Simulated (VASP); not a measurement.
Set up this calculation in VASP 6.6.1, as the native input.

```yaml
Task: single point
Functional: PBEsol
Potentials_or_basis: VASP PAW PBE potentials, release 64 (Pd, Al)
Cutoff: 520 eV
k_mesh: 7 × 7 × 7
Occupations: fermi-dirac, width 0.05 eV
Spin: no spin polarisation
Dipole_correction: no
Further_INCAR_settings: ALGO = Normal; EDIFF = 1e-06; NBANDS = 18
```

The structure of Al3Pd lies in POSCAR:

```
Al3Pd
1.0
    3.8744192642      0.0000000000      0.0000000000
    0.0000000000      3.8744192642      0.0000000000
    0.0000000000      0.0000000000      3.8744192642
Pd Al
1 3
Direct
    0.0000000000      0.0000000000      0.0000000000
    0.5000000000      0.5000000000      0.0000000000
    0.5000000000      0.0000000000      0.5000000000
    0.0000000000      0.5000000000      0.5000000000
```

The input as run:

INCAR

```
SYSTEM = Al3Pd
PREC = Accurate
ENCUT = 520
EDIFF = 1E-6
ISMEAR = -1
SIGMA = 0.05
LREAL = .False.
LASPH = .True.
NELM = 80
ALGO = Normal
ISIF = 2
LWAVE = .False.
LCHARG = .False.
GGA = PS
NBANDS = 18
```

KPOINTS

```
Automatic mesh
0
Gamma
  7 7 7
  0 0 0
```

Potentials or basis: VASP PAW PBE potentials, release 64 (Pd, Al).

Run with:

```sh
$ cat potpaw_PBE.64/Pd/POTCAR potpaw_PBE.64/Al/POTCAR > POTCAR
$ mpirun -np 1 vasp_std > vasp.out
```

It gave:

```
Pressure : 5.1 GPa
```

Caveat: the PAW data sets were made with another functional, which shifts forces and pressure a little.

Run time: 14 s on 1 thread of Intel Xeon 6975P-C, on a shared host, peak memory 0.17 GiB.
